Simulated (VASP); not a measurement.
# AlP (F-43m) in VASP: further runs

Aim: see how the results for AlP move with the level of theory and the settings. Levels: PBEsol, PBE+D4, PBE. Tasks: single point.

All numbers are computed with VASP 6.6.1; they aren't measurements. Logs are shortened: lines on timing, memory, paths and dates and some standing lists are left out, and cuts for length are marked.

**1. The cell of the first run**

Symmetry: F-43m, No. 216, cubic system. The conventional cell has a = 5.473 Å, b = 5.473 Å, c = 5.473 Å, α = 90.00°, β = 90.00°, γ = 90.00°. Within 3.1 Å of Al (site symmetry -43m) lie 4 P at 2.37 Å. Within 3.1 Å of P (site symmetry -43m) lie 4 Al at 2.37 Å.

**2. Single point, PBEsol**

File INCAR:

```
SYSTEM = AlP
PREC = Accurate
ENCUT = 500
EDIFF = 1E-6
ISMEAR = 0
SIGMA = 0.1
LREAL = .False.
LASPH = .True.
NELM = 120
ALGO = Normal
ISIF = 2
LWAVE = .False.
LCHARG = .False.
GGA = PS
NBANDS = 11
GGA_COMPAT = .False.
```

File KPOINTS:

```
Automatic mesh
0
Gamma
  4 4 4
  0 0 0
```

File POSCAR:

```
AlP
1.0
    0.0000000000      2.7364837130      2.7364837130
    2.7364837130      0.0000000000      2.7364837130
    2.7364837130      2.7364837130      0.0000000000
Al P
1 1
Direct
    0.0000000000      0.0000000000      0.0000000000
    0.7500000000      0.7500000000      0.7500000000
```

Potentials or basis: VASP PAW PBE potentials, release 64 (Al, P).

Run with:

```bash
> cat potpaw_PBE.64/Al/POTCAR potpaw_PBE.64/P/POTCAR > POTCAR
> mpirun -np 1 vasp_std > vasp.out
```

OUTCAR:

```text
SYSTEM = AlP
   PREC = Accurate
   ENCUT = 500
   EDIFF = 1E-6
   ISMEAR = 0
   LREAL = .False.
   LASPH = .True.
   NELM = 120
   ISIF = 2
   GGA = PS

 ion  position               nearest neighbor table
   1  0.000  0.000  0.000-   2 2.37   2 2.37   2 2.37   2 2.37
   2  0.750  0.750  0.750-   1 2.37   1 2.37   1 2.37   1 2.37

  LATTYP: Found a face centered cubic cell.
 ALAT       =     5.4729674260

  Lattice vectors:

 A1 = (   0.0000000000,   2.7364837130,   2.7364837130)
 A2 = (   2.7364837130,   0.0000000000,   2.7364837130)
 A3 = (   2.7364837130,   2.7364837130,   0.0000000000)

Analysis of symmetry for initial positions (statically):
=====================================================================
 Subroutine PRICEL returns:
 Original cell was already a primitive cell.

 Routine SETGRP: Setting up the symmetry group for a
 face centered cubic supercell.

 Subroutine GETGRP returns: Found 24 space group operations
 (whereof 24 operations were pure point group operations)
 out of a pool of 48 trial point group operations.

The static configuration has the point symmetry T_d .

Analysis of symmetry for dynamics (positions and initial velocities):
=====================================================================
 Subroutine PRICEL returns:
 Original cell was already a primitive cell.

 Routine SETGRP: Setting up the symmetry group for a
 face centered cubic supercell.

 Subroutine GETGRP returns: Found 24 space group operations
 (whereof 24 operations were pure point group operations)
 out of a pool of 48 trial point group operations.

The dynamic configuration has the point symmetry T_d .

 Subroutine INISYM returns: Found 24 space group operations
 (whereof 24 operations are pure point group operations),
 and found     1 'primitive' translations

----------------------------------------------------------------------------------------

                                     Primitive cell

  volume of cell :      40.9835

  direct lattice vectors                    reciprocal lattice vectors
     0.000000000  2.736483713  2.736483713    -0.182716235  0.182716235  0.182716235
     2.736483713  0.000000000  2.736483713     0.182716235 -0.182716235  0.182716235
     2.736483713  2.736483713  0.000000000     0.182716235  0.182716235 -0.182716235

  length of vectors
     3.869972380  3.869972380  3.869972380     0.316473802  0.316473802  0.316473802

  position of ions in fractional coordinates (direct lattice)
     0.000000000  0.000000000  0.000000000
     0.750000000  0.750000000  0.750000000

  ion indices of the primitive-cell ions
   primitive index   ion index
                 1           1
                 2           2

----------------------------------------------------------------------------------------

 KPOINTS: Automatic mesh

Automatic generation of k-mesh.
 Grid dimensions read from file:
 generate k-points for:    4    4    4

 Generating k-lattice:

  Cartesian coordinates                     Fractional coordinates (reciprocal lattice)
    -0.045679059  0.045679059  0.045679059     0.250000000  0.000000000  0.000000000
     0.045679059 -0.045679059  0.045679059     0.000000000  0.250000000  0.000000000
     0.045679059  0.045679059 -0.045679059     0.000000000  0.000000000  0.250000000

  Length of vectors
     0.079118450  0.079118450  0.079118450

  Shift w.r.t. Gamma in fractional coordinates (k-lattice)
     0.000000000  0.000000000  0.000000000

 Subroutine IBZKPT returns following result:
 ===========================================

 Found      8 irreducible k-points:

 Following reciprocal coordinates:
            Coordinates               Weight
  0.000000  0.000000  0.000000      1.000000
  0.250000  0.000000  0.000000      8.000000
  0.500000  0.000000  0.000000      4.000000
  0.250000  0.250000  0.000000      6.000000
  0.500000  0.250000  0.000000     24.000000
 -0.250000  0.250000  0.000000     12.000000
  0.500000  0.500000  0.000000      3.000000
 -0.250000  0.500000  0.250000      6.000000
   k-points           NKPTS =      8   k-points in BZ     NKDIM =      8   number of bands    NBANDS=     11
   number of dos      NEDOS =    301   number of ions     NIONS =      2
   total plane-waves  NPLWV =  21952
   dimension x,y,z NGX =    28 NGY =   28 NGZ =   28
   dimension x,y,z NGXF=    56 NGYF=   56 NGZF=   56
   ions per type =               1   1
   NGX,Y,Z   is equivalent  to a cutoff of  12.03, 12.03, 12.03 a.u.
   NGXF,Y,Z  is equivalent  to a cutoff of  24.06, 24.06, 24.06 a.u.
 SYSTEM =  AlP
   PREC   = accura    normal or accurate (medium, high low for compatibility)
   ISTART =      0    job   : 0-new  1-cont  2-samecut
   ICHARG =      2    charge: 1-file 2-atom 10-const
   ISPIN  =      1    spin polarized calculation?
   LNONCOLLINEAR =      F non collinear calculations
   LSORBIT =      F    spin-orbit coupling
   LASPH  =      T    aspherical Exc in radial PAW
   ENCUT  =  500.0 eV  36.75 Ry    6.06 a.u.   7.06  7.06  7.06*2*pi/ulx,y,z
   NELM   =    120;   NELMIN=  2; NELMDL= -5     # of ELM steps
   EDIFF  = 0.1E-05   stopping-criterion for ELM
   LREAL  =      F    real-space projection
   EDIFFG = 0.1E-04   stopping-criterion for IOM
   NSW    =      0    number of steps for IOM
   IBRION =     -1    ionic relax: 0-MD 1-quasi-New 2-CG
   NFREE  =      0    steps in history (QN), initial steepest desc. (CG)
   ISIF   =      2    stress and relaxation
   ISYM   =      2    0-nonsym 1-usesym 2-fastsym
   POTIM  = 0.5000    time-step for ionic-motion
   TEBEG  =    0.0;   TEEND  =   0.0 temperature during run
   PSTRESS=    0.0 pullay stress
   NELECT =       8.0000    total number of electrons
   NUPDOWN=      -1.0000    fix difference up-down
   EMIN   =  10.00;   EMAX   =-10.00  energy-range for DOS
   EFERMI =   0.00;   METHOD = LEGACY
   ISMEAR =     0;   SIGMA  =   0.10  broadening in eV -4-tet -1-fermi 0-gaus
   EFERMI_NEDOS =   21; number of points for ismear=-14 and -15
   IALGO  =     38    algorithm
   IMIX   =      4    mixing-type and parameters
     AMIX     =   0.40;   BMIX     =  1.00
     AMIX_MAG =   1.60;   BMIX_MAG =  1.00
  volume/ion in A,a.u.               =      20.49       138.29
  Fermi-wavevector in a.u.,A,eV,Ry     =   0.949661  1.794599 12.270497  0.901856
  Thomas-Fermi vector in A             =   2.077965
   LORBIT       =      0    0 simple, 1 ext, 2 COOP (PROOUT), +10 PAW based schemes
   GGA     = PS    functional components
   LHFCALC =     F    Hartree Fock is set to
   AEXX    =    0.0000 exact exchange contribution
   IVDW    =     0    specifies the selected vdW correction
   LEPSILON=     F    determine dielectric tensor
   LRPA    =     F    only Hartree local field effects (RPA)
 non-spin polarized calculation
 Gauss-broadening in eV      SIGMA  =   0.10
  energy-cutoff  :      500.00
  volume of cell :       40.98
 maximum number of plane-waves:      1056
   NGX = 15   NGY = 15   NGZ = 15

 number of electron       8.0000001 magnetization

 Free energy of the ion-electron system (eV)
  ---------------------------------------------------
  ext. energy  EPLUGINS =         0.00000000
  ---------------------------------------------------
  free energy    TOTEN  =       -10.89427867 eV

  energy without entropy =      -10.89427867  energy(sigma->0) =      -10.89427867

 E-fermi :   4.9598     XC(G=0):  -9.3233

 val. band max:        4.5108774240   @ k =   0.0000   0.0000   0.0000
 cond. band min:       5.9327113242   @ k =   0.5000   0.5000   0.0000
 fundamental gap:      1.4218339002
 Fermi energy:         4.9598486002

 k-point     1 :       0.0000    0.0000    0.0000
  band No.  band energies     occupation
      1      -6.9823      2.00000
      2       4.5109      2.00000
      3       4.5109      2.00000
      4       4.5109      2.00000
      5       7.6442      0.00000
      6       8.9851      0.00000
      7       8.9851      0.00000
      8       8.9851      0.00000
      9      13.2811      0.00000
     10      13.2811      0.00000
     11      14.5290      0.00000

 k-point     2 :       0.2500    0.0000    0.0000
  band No.  band energies     occupation
      1      -6.3231      2.00000
      2       1.3056      2.00000
      3       4.0647      2.00000
      4       4.0647      2.00000
      5       7.7094      0.00000
      6       9.5701      0.00000
      7       9.5701      0.00000
      8      11.2989      0.00000
      9      12.7392      0.00000
     10      12.7392      0.00000
     11      14.6310      0.00000

 k-point     3 :       0.5000    0.0000    0.0000
  band No.  band energies     occupation
      1      -5.2935      2.00000
      2      -1.0585      2.00000
      3       3.7433      2.00000
      4       3.7433      2.00000
      5       7.1970      0.00000
      6       9.2285      0.00000
      7       9.2285      0.00000
      8      12.5479      0.00000
      9      15.9847      0.00000
     10      15.9847      0.00000
     11      16.1315      0.00000

 k-point     4 :       0.2500    0.2500    0.0000
  band No.  band energies     occupation
      1      -6.0964      2.00000
      2       1.5973      2.00000
      3       3.2088      2.00000
      4       3.2088      2.00000
      5       7.2492      0.00000
      6       8.4635      0.00000
      7      11.5088      0.00000
      8      11.5088      0.00000
      9      12.3565      0.00000
     10      14.4577      0.00000
     11      17.9953      0.00000

 k-point     5 :       0.5000    0.2500    0.0000
  band No.  band energies     occupation
      1      -5.0301      2.00000
      2      -0.4196      2.00000
      3       1.8152      2.00000
      4       2.9492      2.00000
      5       7.1683      0.00000
      6       9.7081      0.00000
      7      11.2919      0.00000
      8      11.5381      0.00000
      9      15.1638      0.00000
     10      16.0386      0.00000
     11      17.7138      0.00000

 k-point     6 :      -0.2500    0.2500    0.0000
  band No.  band energies     occupation
      1      -5.4175      2.00000
      2       0.1398      2.00000
      3       1.6466      2.00000
      4       3.6629      2.00000
      5       8.1607      0.00000
      6      10.4825      0.00000
      7      10.6199      0.00000
      8      10.9965      0.00000
      9      12.0439      0.00000
     10      15.4344      0.00000
     11      17.6197      0.00000

 k-point     7 :       0.5000    0.5000    0.0000
  band No.  band energies     occupation
      1      -4.6276      2.00000
      2      -0.8247      2.00000
      3       2.3909      2.00000
      4       2.3909      2.00000
      5       5.9327      0.00000
      6       6.8554      0.00000
      7      15.4242      0.00000
      8      15.4242      0.00000
      9      16.3819      0.00000
     10      16.5479      0.00000
     11      16.5479      0.00000

 k-point     8 :      -0.2500    0.5000    0.2500
  band No.  band energies     occupation
      1      -4.5766      2.00000
      2      -0.4291      2.00000
      3       1.2994      2.00000
      4       1.6536      2.00000
      5       8.7097      0.00000
      6      10.3696      0.00000
      7      10.5333      0.00000
      8      10.7574      0.00000
      9      15.6344      0.00000
     10      16.4193      0.00000
     11      17.6469      0.00000

------------------------ aborting loop because EDIFF is reached ----------------------------------------

  FORCE on cell =-STRESS in cart. coord.  units (eV):
  Direction    XX          YY          ZZ          XY          YZ          ZX
  --------------------------------------------------------------------------------------
  -------------------------------------------------------------------------------------
  Total        0.0835239      0.0835239      0.0835239      0.0000000      0.0000000      0.0000000
  in kB        3.2652237      3.2652237      3.2652237      0.0000000      0.0000000      0.0000000
  external PRESSURE =       3.2652237 kB  Pullay stress =       0.0000000 kB

 VOLUME and BASIS-vectors are now :
 -----------------------------------------------------------------------------
  energy-cutoff  :      500.00
  volume of cell :       40.98
      direct lattice vectors                 reciprocal lattice vectors
     0.000000000  2.736483713  2.736483713    -0.182716235  0.182716235  0.182716235
     2.736483713  0.000000000  2.736483713     0.182716235 -0.182716235  0.182716235
     2.736483713  2.736483713  0.000000000     0.182716235  0.182716235 -0.182716235

 POSITION                                       TOTAL-FORCE (eV/Angst)
 -----------------------------------------------------------------------------------
      0.00000      0.00000      0.00000         0.000000      0.000000      0.000000
      4.10473      4.10473      4.10473        -0.000000     -0.000000     -0.000000
 -----------------------------------------------------------------------------------
    total drift:                               -0.000000     -0.000000     -0.000000

  FREE ENERGIE OF THE ION-ELECTRON SYSTEM (eV)
  ---------------------------------------------------
  free  energy   TOTEN  =       -10.8942786686 eV

  energy  without entropy=      -10.8942786686  energy(sigma->0) =      -10.89427867
```

Wall time 8 s (1 thread of Intel Xeon Platinum 8375C at 2.90GHz (Ice Lake), shared host); peak memory 0.14 GiB.

Results:

- Free energy: -10.8943 eV
- Pressure: 0.3 GPa
- Band gap on the k mesh: 1.42 eV, indirect (least direct gap 3.13 eV)

Caveat: the k points lie up to 0.50 Å⁻¹ apart; the PAW data sets were made with another functional, which shifts forces and pressure a little. A k mesh can miss the band edges.

**3. Single point, PBE+D4**

File INCAR:

```
PREC     = Accurate       # precision mode
ENCUT    = 500            # plane-wave cutoff, eV
EDIFF    = 1E-6           # SCF threshold, eV
ISMEAR   = -4             # smearing method
SIGMA    = 0.1            # smearing width, eV
LREAL    = F              # projectors in reciprocal space
LASPH    = T              # aspherical terms in the spheres
NELM     = 120            # most SCF steps
ALGO     = Normal         # electronic algorithm
ISIF     = 2              # what is computed and relaxed
LWAVE    = F              # write WAVECAR
LCHARG   = F              # write CHGCAR
GGA      = PE             # functional
IVDW     = 13             # dispersion correction
NBANDS   = 11             # bands
GGA_COMPAT= F
```

File KPOINTS:

```
regular mesh
0
Gamma
  4 4 4
```

POSCAR is that of step 2.

Potentials or basis: VASP PAW PBE potentials, release 64 (Al, P).

Run with:

```bash
> cat potpaw_PBE.64/Al/POTCAR potpaw_PBE.64/P/POTCAR > POTCAR
> mpirun -np 1 vasp_std > vasp.out
```

It took 7.1 s on 1 thread of Intel Xeon Platinum 8375C at 2.90GHz (Ice Lake), shared host; peak memory 0.14 GiB.

The run converged. Its results:

```
Free energy                : -10.9249 eV
Pressure                   : -0.7 GPa
Band gap on the k mesh     : 1.57 eV, indirect (least direct gap 3.24 eV)
Dispersion energy per atom : -0.323 eV
```

Levels at points of the mesh, in eV from the valence-band top:
| k point | band 1 | band 2 | band 3 | band 4 | band 5 | band 6 | band 7 | band 8 | band 9 |
| --- | --- | --- | --- | --- | --- | --- | --- | --- | --- |
| (0.00, 0.00, 0.00) | -11.47 | 0.00 | 0.00 | 0.00 | 3.24 | 4.53 | 4.53 | 4.53 | 8.80 |
| (0.50, 0.00, 0.00) | -9.80 | -5.51 | -0.76 | -0.76 | 2.77 | 4.79 | 4.79 | 8.24 | 11.49 |
| (0.50, 0.50, 0.00) | -9.14 | -5.30 | -2.10 | -2.10 | 1.57 | 2.45 | 11.00 | 11.00 | 11.99 |

Caveat: the k points lie up to 0.50 Å⁻¹ apart.

(Continued in part 2 of 2.)
